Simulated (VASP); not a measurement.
# Nb (Im-3m) in VASP: notebook

The runs below take Nb through single point, with r2SCAN.

Everything below comes from runs of VASP 6.6.1. Logs are shortened: lines on timing, memory, paths and dates and some standing lists are left out, and cuts for length are marked.

## 1. The cell of the first run

Symmetry: Im-3m, No. 229, cubic system. Conventional cell: a = 3.302 Å, b = 3.302 Å, c = 3.302 Å, α = 90.00°, β = 90.00°, γ = 90.00°. Within 3.8 Å of Nb (site symmetry m-3m) lie 14 Nb at 2.86 to 3.30 Å.

## 2. Single point, r2SCAN

Contents of POSCAR:

```
Nb
1.0
   -1.6511317439      1.6511317439      1.6511317439
    1.6511317439     -1.6511317439      1.6511317439
    1.6511317439      1.6511317439     -1.6511317439
Nb
1
Direct
    0.0000000000      0.0000000000      0.0000000000
```

Contents of INCAR.step1:

```
SYSTEM = Nb
PREC = Accurate
ENCUT = 520
ISMEAR = 1
SIGMA = 0.6
LREAL = .FALSE.
LASPH = .TRUE.
NELM = 60
NBANDS = 12
GGA = PE
ALGO = Normal
EDIFF = 1E-4
LWAVE = .TRUE.
LCHARG = .FALSE.
```

Contents of INCAR.step2:

```
SYSTEM = Nb
PREC = Accurate
ENCUT = 520
EDIFF = 1E-6
ISMEAR = 1
SIGMA = 0.6
LREAL = .FALSE.
LASPH = .TRUE.
NELM = 60
ALGO = Normal
ISIF = 2
LWAVE = .FALSE.
LCHARG = .FALSE.
METAGGA = R2SCAN
LMIXTAU = .TRUE.
NBANDS = 12
ISTART = 1
```

Contents of KPOINTS:

```
regular mesh
0
G
  13 13 13
  0 0 0
```

Potentials or basis: VASP PAW PBE potentials, release 64 (Nb_sv).

Started as:

```
$ cat potpaw_PBE.64/Nb_sv/POTCAR > POTCAR
$ cp INCAR.step1 INCAR
$ mpirun -np 1 vasp_std > vasp.out
$ cp INCAR.step2 INCAR
$ mpirun -np 1 vasp_std > vasp.out
```

OUTCAR:

```text
SYSTEM = Nb
   PREC = Accurate
   ENCUT = 520
   EDIFF = 1E-6
   ISMEAR = 1
   LREAL = .FALSE.
   LASPH = .TRUE.
   NELM = 60
   ISIF = 2
   METAGGA = R2SCAN
   ISTART = 1

 ion  position               nearest neighbor table
   1  0.000  0.000  0.000-

  LATTYP: Found a body centered cubic cell.
 ALAT       =     3.3022634878

  Lattice vectors:

 A1 = (  -1.6511317439,   1.6511317439,   1.6511317439)
 A2 = (   1.6511317439,  -1.6511317439,   1.6511317439)
 A3 = (   1.6511317439,   1.6511317439,  -1.6511317439)

Analysis of symmetry for initial positions (statically):
=====================================================================
 Subroutine PRICEL returns:
 Original cell was already a primitive cell.

 Routine SETGRP: Setting up the symmetry group for a
 body centered cubic supercell.

 Subroutine GETGRP returns: Found 48 space group operations
 (whereof 48 operations were pure point group operations)
 out of a pool of 48 trial point group operations.

The static configuration has the point symmetry O_h .

Analysis of symmetry for dynamics (positions and initial velocities):
=====================================================================
 Subroutine PRICEL returns:
 Original cell was already a primitive cell.

 Routine SETGRP: Setting up the symmetry group for a
 body centered cubic supercell.

 Subroutine GETGRP returns: Found 48 space group operations
 (whereof 48 operations were pure point group operations)
 out of a pool of 48 trial point group operations.

The dynamic configuration has the point symmetry O_h .

 Subroutine INISYM returns: Found 48 space group operations
 (whereof 48 operations are pure point group operations),
 and found     1 'primitive' translations

----------------------------------------------------------------------------------------

                                     Primitive cell

  volume of cell :      18.0055

  direct lattice vectors                    reciprocal lattice vectors
    -1.651131744  1.651131744  1.651131744     0.000000000  0.302822595  0.302822595
     1.651131744 -1.651131744  1.651131744     0.302822595  0.000000000  0.302822595
     1.651131744  1.651131744 -1.651131744     0.302822595  0.302822595  0.000000000

  length of vectors
     2.859844070  2.859844070  2.859844070     0.428255821  0.428255821  0.428255821

  position of ions in fractional coordinates (direct lattice)
     0.000000000  0.000000000  0.000000000

  ion indices of the primitive-cell ions
   primitive index   ion index
                 1           1

----------------------------------------------------------------------------------------

 KPOINTS: regular mesh

Automatic generation of k-mesh.
 Grid dimensions read from file:
 generate k-points for:   13   13   13

 Generating k-lattice:

  Cartesian coordinates                     Fractional coordinates (reciprocal lattice)
     0.000000000  0.023294046  0.023294046     0.076923077  0.000000000  0.000000000
     0.023294046  0.000000000  0.023294046     0.000000000  0.076923077  0.000000000
     0.023294046  0.023294046  0.000000000     0.000000000  0.000000000  0.076923077

  Length of vectors
     0.032942755  0.032942755  0.032942755

  Shift w.r.t. Gamma in fractional coordinates (k-lattice)
     0.000000000  0.000000000  0.000000000

 Subroutine IBZKPT returns following result:
 ===========================================

 Found     84 irreducible k-points:

 Following reciprocal coordinates:
            Coordinates               Weight
  0.000000  0.000000  0.000000      1.000000
  0.076923  0.000000  0.000000     12.000000
  0.153846  0.000000  0.000000     12.000000
  0.230769  0.000000  0.000000     12.000000
  0.307692  0.000000  0.000000     12.000000
  0.384615  0.000000  0.000000     12.000000
[... 16 lines left out ...]
  0.153846  0.076923  0.076923     24.000000
  0.230769  0.076923  0.076923     24.000000
 [... further k-points ...]
   k-points           NKPTS =     84   k-points in BZ     NKDIM =     84   number of bands    NBANDS=     12
   number of dos      NEDOS =    301   number of ions     NIONS =      1
   total plane-waves  NPLWV =  13824
   dimension x,y,z NGX =    24 NGY =   24 NGZ =   24
   dimension x,y,z NGXF=    48 NGYF=   48 NGZF=   48
   ions per type =               1
   NGX,Y,Z   is equivalent  to a cutoff of  13.95, 13.95, 13.95 a.u.
   NGXF,Y,Z  is equivalent  to a cutoff of  27.90, 27.90, 27.90 a.u.
 SYSTEM =  Nb
   PREC   = accura    normal or accurate (medium, high low for compatibility)
   ISTART =      1    job   : 0-new  1-cont  2-samecut
   ICHARG =      0    charge: 1-file 2-atom 10-const
   ISPIN  =      1    spin polarized calculation?
   LNONCOLLINEAR =      F non collinear calculations
   LSORBIT =      F    spin-orbit coupling
   LASPH  =      T    aspherical Exc in radial PAW
   ENCUT  =  520.0 eV  38.22 Ry    6.18 a.u.   5.32  5.32  5.32*2*pi/ulx,y,z
   NELM   =     60;   NELMIN=  2; NELMDL=  0     # of ELM steps
   EDIFF  = 0.1E-05   stopping-criterion for ELM
   LREAL  =      F    real-space projection
   EDIFFG = 0.1E-04   stopping-criterion for IOM
   NSW    =      0    number of steps for IOM
   IBRION =     -1    ionic relax: 0-MD 1-quasi-New 2-CG
   NFREE  =      0    steps in history (QN), initial steepest desc. (CG)
   ISIF   =      2    stress and relaxation
   ISYM   =      2    0-nonsym 1-usesym 2-fastsym
   POTIM  = 0.5000    time-step for ionic-motion
   TEBEG  =    0.0;   TEEND  =   0.0 temperature during run
   PSTRESS=    0.0 pullay stress
   NELECT =      13.0000    total number of electrons
   NUPDOWN=      -1.0000    fix difference up-down
   EMIN   =  10.00;   EMAX   =-10.00  energy-range for DOS
   EFERMI =   0.00;   METHOD = LEGACY
   ISMEAR =     1;   SIGMA  =   0.60  broadening in eV -4-tet -1-fermi 0-gaus
   EFERMI_NEDOS =   21; number of points for ismear=-14 and -15
   IALGO  =     38    algorithm
   IMIX   =      4    mixing-type and parameters
     AMIX     =   0.40;   BMIX     =  1.00
     AMIX_MAG =   1.60;   BMIX_MAG =  1.00
  volume/ion in A,a.u.               =      18.01       121.51
  Fermi-wavevector in a.u.,A,eV,Ry     =   1.468659  2.775363 29.347202  2.156958
  Thomas-Fermi vector in A             =   2.584130
   LORBIT       =      0    0 simple, 1 ext, 2 COOP (PROOUT), +10 PAW based schemes
   METAGGA = R2SCAN    functional components
   LHFCALC =     F    Hartree Fock is set to
   AEXX    =    0.0000 exact exchange contribution
   IVDW    =     0    specifies the selected vdW correction
   LEPSILON=     F    determine dielectric tensor
   LRPA    =     F    only Hartree local field effects (RPA)
 non-spin polarized calculation
 Methfessel and Paxton  Order N= 1 SIGMA  =   0.60
  energy-cutoff  :      520.00
  volume of cell :       18.01
 maximum number of plane-waves:       493
 NGX is ok and might be reduce to    24
   NGX = 11   NGY = 11   NGZ = 11

 number of electron      13.0000000 magnetization

 Free energy of the ion-electron system (eV)
  ---------------------------------------------------
  ext. energy  EPLUGINS =         0.00000000
  ---------------------------------------------------
  free energy    TOTEN  =       -24.85256060 eV

  energy without entropy =      -24.83151221  energy(sigma->0) =      -24.84554447

 E-fermi :  11.1745     XC(G=0): -13.6278

 val. band max:       11.1079306135   @ k =  -0.1538   0.2308   0.0769
 cond. band min:      11.2152153690   @ k =   0.0769   0.0769   0.0000
 fundamental gap:      0.1072847555
 Fermi energy:        11.1745109878

 k-point     1 :       0.0000    0.0000    0.0000
  band No.  band energies     occupation
      1     -45.0047      2.00000
      2     -19.5437      2.00000
      3     -19.5437      2.00000
      4     -19.5437      2.00000
      5       4.8547      2.00000
      6      11.5881      0.08778
      7      11.5881      0.08778
      8      11.5881      0.08778
      9      14.7152     -0.00000
     10      14.7152     -0.00000
     11      26.0211      0.00000
     12      26.0211      0.00000

 k-point     2 :       0.0769    0.0000    0.0000
  band No.  band energies     occupation
      1     -44.9896      2.00000
      2     -19.6335      2.00000
      3     -19.5706      2.00000
      4     -19.5445      2.00000
      5       5.1098      2.00000
      6      11.4287      0.34925
      7      11.5437      0.14640
      8      11.8311     -0.06470
      9      14.4769     -0.00000
     10      14.7141     -0.00000
     11      26.2260      0.00000
     12      26.4646      0.00000

 k-point     3 :       0.1538    0.0000    0.0000
  band No.  band energies     occupation
      1     -44.9476      2.00000
      2     -19.8773      2.00000
      3     -19.6445      2.00000
      4     -19.5467      2.00000
      5       5.8076      2.00000
      6      11.0188      1.42327
      7      11.3434      0.54387
      8      12.5424     -0.00585
      9      14.1165     -0.00000
     10      14.7353     -0.00000
     11      26.5991      0.00000
     12      27.7245      0.00000
[... 286 lines left out ...]
 k-point    23 :       0.1538    0.0769    0.0769
  band No.  band energies     occupation
      1     -44.8686      2.00000
      2     -20.3169      2.00000
      3     -19.7178      2.00000
      4     -19.6165      2.00000
      5       7.1385      2.00000
      6      10.3151      2.06107
      7      10.4736      2.06986
      8      14.3338     -0.00000
      9      14.6320     -0.00000
     10      14.7705     -0.00000
     11      27.0312      0.00000
     12      27.8157      0.00000

 k-point    24 :       0.2308    0.0769    0.0769
  band No.  band energies     occupation
      1     -44.8103      2.00000
      2     -20.5812      2.00000
      3     -19.8566      2.00000
      4     -19.6268      2.00000
      5       7.8151      2.00000
      6       9.8786      2.00922
      7      10.5824      2.04742
      8      14.4970     -0.00000
      9      15.0555     -0.00000
     10      16.1641     -0.00000
     11      25.8161      0.00000
     12      26.5948      0.00000

 [... further k-points ...]

------------------------ aborting loop because EDIFF is reached ----------------------------------------

  FORCE on cell =-STRESS in cart. coord.  units (eV):
  Direction    XX          YY          ZZ          XY          YZ          ZX
  --------------------------------------------------------------------------------------
  -------------------------------------------------------------------------------------
  Total       -0.0144637     -0.0144637     -0.0144637      0.0000000     -0.0000000     -0.0000000
  in kB       -1.2870149     -1.2870149     -1.2870149      0.0000000     -0.0000000     -0.0000000
  external PRESSURE =      -1.2870149 kB  Pullay stress =       0.0000000 kB

 VOLUME and BASIS-vectors are now :
 -----------------------------------------------------------------------------
  energy-cutoff  :      520.00
  volume of cell :       18.01
      direct lattice vectors                 reciprocal lattice vectors
    -1.651131744  1.651131744  1.651131744     0.000000000  0.302822595  0.302822595
     1.651131744 -1.651131744  1.651131744     0.302822595  0.000000000  0.302822595
     1.651131744  1.651131744 -1.651131744     0.302822595  0.302822595  0.000000000

 POSITION                                       TOTAL-FORCE (eV/Angst)
 -----------------------------------------------------------------------------------
      0.00000      0.00000      0.00000         0.000000      0.000000     -0.000000
 -----------------------------------------------------------------------------------
    total drift:                               -0.000000     -0.000000      0.000000

  FREE ENERGIE OF THE ION-ELECTRON SYSTEM (eV)
  ---------------------------------------------------
  free  energy   TOTEN  =       -24.8525605964 eV

  energy  without entropy=      -24.8315122146  energy(sigma->0) =      -24.84554447
```

It took 2.2 min on 1 thread of AMD EPYC 7R13, shared host; peak memory 0.12 GiB.

What came out:

| Property | Result |
| --- | --- |
| Free energy | -24.8526 eV |
| Pressure | -0.1 GPa |

Levels at points of the mesh, in eV from the Fermi level:
```tsv
k point	band 3	band 4	band 5	band 6	band 7	band 8	band 9	band 10
(0.00, 0.00, 0.00)	-30.72	-30.72	-6.32	0.41	0.41	0.41	3.54	3.54
```

Caveat: the PAW data sets were made with another functional, which shifts forces and pressure a little.

## 3. Single point, r2SCAN

POSCAR is that of step 2.

Contents of INCAR.step1:

```
PREC = Accurate
ENCUT = 520
ISMEAR = 1
SIGMA = 1.0
LREAL = F
LASPH = T
NELM = 60
NBANDS = 12
GGA = PE
ALGO = Normal
EDIFF = 1E-4
LWAVE = T
LCHARG = F
```

Contents of INCAR.step2:

```
PREC = Accurate
ENCUT = 520
EDIFF = 1E-6
ISMEAR = 1
SIGMA = 1.0
LREAL = F
LASPH = T
NELM = 60
ALGO = Normal
ISIF = 2
LWAVE = F
LCHARG = F
METAGGA = R2SCAN
LMIXTAU = T
NBANDS = 12
ISTART = 1
```

Contents of KPOINTS:

```
regular mesh
0
Gamma
  13 13 13
```

Potentials or basis: VASP PAW PBE potentials, release 64 (Nb_sv).

Started as:

```
$ cat potpaw_PBE.64/Nb_sv/POTCAR > POTCAR
$ cp INCAR.step1 INCAR
$ mpirun -np 1 vasp_std > vasp.out
$ cp INCAR.step2 INCAR
$ mpirun -np 1 vasp_std > vasp.out
```

OUTCAR:

```text
PREC = Accurate
   ENCUT = 520
   EDIFF = 1E-6
   ISMEAR = 1
   LREAL = F
   LASPH = T
   NELM = 60
   ISIF = 2
   METAGGA = R2SCAN
   ISTART = 1

 ion  position               nearest neighbor table
   1  0.000  0.000  0.000-

  LATTYP: Found a body centered cubic cell.
 ALAT       =     3.3022634878

  Lattice vectors:

 A1 = (  -1.6511317439,   1.6511317439,   1.6511317439)
 A2 = (   1.6511317439,  -1.6511317439,   1.6511317439)
 A3 = (   1.6511317439,   1.6511317439,  -1.6511317439)

Analysis of symmetry for initial positions (statically):
=====================================================================
 Subroutine PRICEL returns:
 Original cell was already a primitive cell.

 Routine SETGRP: Setting up the symmetry group for a
 body centered cubic supercell.

 Subroutine GETGRP returns: Found 48 space group operations
 (whereof 48 operations were pure point group operations)
 out of a pool of 48 trial point group operations.

The static configuration has the point symmetry O_h .

[... 164 lines left out ...]
 Fermi energy:        11.2082715047

 k-point     1 :       0.0000    0.0000    0.0000
  band No.  band energies     occupation
      1     -45.0058      2.00000
      2     -19.5446      2.00000
      3     -19.5446      2.00000
      4     -19.5446      2.00000
      5       4.8543      2.00000
      6      11.5870      0.40709
      7      11.5870      0.40709
      8      11.5870      0.40709
      9      14.7158     -0.00001
     10      14.7158     -0.00001
     11      26.0208     -0.00000
     12      26.0208     -0.00000
[... 331 lines left out ...]
 k-point    24 :       0.2308    0.0769    0.0769
  band No.  band energies     occupation
      1     -44.8114      2.00000
      2     -20.5820      2.00000
      3     -19.8575      2.00000
      4     -19.6277      2.00000
      5       7.8145      2.00002
      6       9.8776      2.06793
      7      10.5818      1.86309
      8      14.4970     -0.00003
      9      15.0558     -0.00000
     10      16.1631     -0.00000
     11      25.8160     -0.00000
     12      26.5945     -0.00000

 [... further k-points ...]

------------------------ aborting loop because EDIFF is reached ----------------------------------------

  FORCE on cell =-STRESS in cart. coord.  units (eV):
  Direction    XX          YY          ZZ          XY          YZ          ZX
  --------------------------------------------------------------------------------------
  -------------------------------------------------------------------------------------
  Total       -0.0017960     -0.0017960     -0.0017960      0.0000000      0.0000000     -0.0000000
  in kB       -0.1598156     -0.1598156     -0.1598156      0.0000000      0.0000000     -0.0000000
  external PRESSURE =      -0.1598156 kB  Pullay stress =       0.0000000 kB

 VOLUME and BASIS-vectors are now :
 -----------------------------------------------------------------------------
  energy-cutoff  :      520.00
  volume of cell :       18.01
      direct lattice vectors                 reciprocal lattice vectors
    -1.651131744  1.651131744  1.651131744     0.000000000  0.302822595  0.302822595
     1.651131744 -1.651131744  1.651131744     0.302822595  0.000000000  0.302822595
     1.651131744  1.651131744 -1.651131744     0.302822595  0.302822595  0.000000000

 POSITION                                       TOTAL-FORCE (eV/Angst)
 -----------------------------------------------------------------------------------
      0.00000      0.00000      0.00000         0.000000     -0.000000      0.000000
 -----------------------------------------------------------------------------------
    total drift:                               -0.000000      0.000000      0.000000

  FREE ENERGIE OF THE ION-ELECTRON SYSTEM (eV)
  ---------------------------------------------------
  free  energy   TOTEN  =       -24.8685623037 eV

  energy  without entropy=      -24.8283327442  energy(sigma->0) =      -24.85515245
```

OUTCAR.step1:

```text
PREC = Accurate
   ENCUT = 520
   ISMEAR = 1
   LREAL = F
   LASPH = T
[... 576 lines left out ...]

 POSITION                                       TOTAL-FORCE (eV/Angst)
 -----------------------------------------------------------------------------------
      0.00000      0.00000      0.00000         0.000000     -0.000000      0.000000
 -----------------------------------------------------------------------------------
    total drift:                               -0.000000      0.000000      0.000000

  FREE ENERGIE OF THE ION-ELECTRON SYSTEM (eV)
  ---------------------------------------------------
  free  energy   TOTEN  =       -10.2425630126 eV

  energy  without entropy=      -10.2064188331  energy(sigma->0) =      -10.23051495
```

Run time: 2.5 min. Hardware: 1 thread of AMD EPYC 7R13, shared host; peak memory 0.12 GiB.

Results:

```yaml
Free_energy: -24.8686 eV
Pressure: 0.0 GPa
```

Caveat: the PAW data sets were made with another functional, which shifts forces and pressure a little.
